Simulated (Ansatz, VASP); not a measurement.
## Si2Ge: VASP beside Ansatz

The input INCAR:

```
PREC = Accurate ; ENCUT = 600
EDIFF = 1E-7 ; ISMEAR = 0
SIGMA = 0.2 ; LREAL = F
LASPH = T ; NELM = 60
ALGO = Normal ; ISIF = 3
LWAVE = F ; LCHARG = F
GGA = PE ; IBRION = 2
NSW = 36 ; EDIFFG = -0.08
```

KPOINTS

```
regular mesh
0
Gamma
  5 5 2
```

File POSCAR:

```
Si2Ge
1.0
    3.8900000000      0.0000000000      0.0000000000
   -1.9450000000      3.3688388200      0.0000000000
    0.0000000000      0.0000000000      9.5300000000
Si Ge
4 2
Direct
    0.0000000000      0.0000000000      0.8750000000
    0.0000000000      0.0000000000      0.1250000000
    0.3333333300      0.6666666700      0.5417000000
    0.6666666700      0.3333333300      0.4583000000
    0.3333333300      0.6666666700      0.7917000000
    0.6666666700      0.3333333300      0.2083000000
```

Input for Ansatz:

```yaml
crystal:
  lattice:
    - [3.89, 0.0, 0.0]
    - [-1.945, 3.36883882, 0.0]
    - [0.0, 0.0, 9.53]
  atoms:
    - { symbol: Si, position: [0.0, 0.0, 0.875] }
    - { symbol: Si, position: [0.0, 0.0, 0.125] }
    - { symbol: Si, position: [0.33333333, 0.66666667, 0.5417] }
    - { symbol: Si, position: [0.66666667, 0.33333333, 0.4583] }
    - { symbol: Ge, position: [0.33333333, 0.66666667, 0.7917] }
    - { symbol: Ge, position: [0.66666667, 0.33333333, 0.2083] }
basis:
  ecutwfc: 420
kpoints:
  mp_grid: { grid: [5, 5, 2] }
hamiltonian:
  xc: pbe
scf:
  occupations: { method: gaussian, width: 0.2 }
  lower_state_search: "off"
output:
  forces: true
  stress: true
  eigenvalues: true
relax:
  adjacent_minimum: "off"
  f_tol: 0.08
  max_steps: 16
  cell: { stress_tol: 0.8 }
```

Alike in both runs: task relaxation of cell and atoms; functional PBE; k mesh 5 × 5 × 2; occupations gaussian, width 0.2 eV; no spin polarisation.

```csv
,VASP,Ansatz
version,VASP 6.6.1,Ansatz 0.2.0
potentials or method,"VASP PAW PBE potentials, release 64 (Si, Ge_d), cutoff 600 eV","scalar-relativistic, plane waves, PAW"
valence electrons in the cell,44,44
```

|  | VASP | Ansatz | Ansatz less VASP |
| --- | --- | --- | --- |
| gap on the k mesh at the Fermi level, each at its own relaxed structure (eV) | 0.74 | 0.74 | -0.001 |
| relaxed volume (Å³/atom) | 21.41 | 21.43 | +0.027 |
| relaxed cell length with the largest relative difference (Å) | 9.591 | 9.599 | +0.0082 |
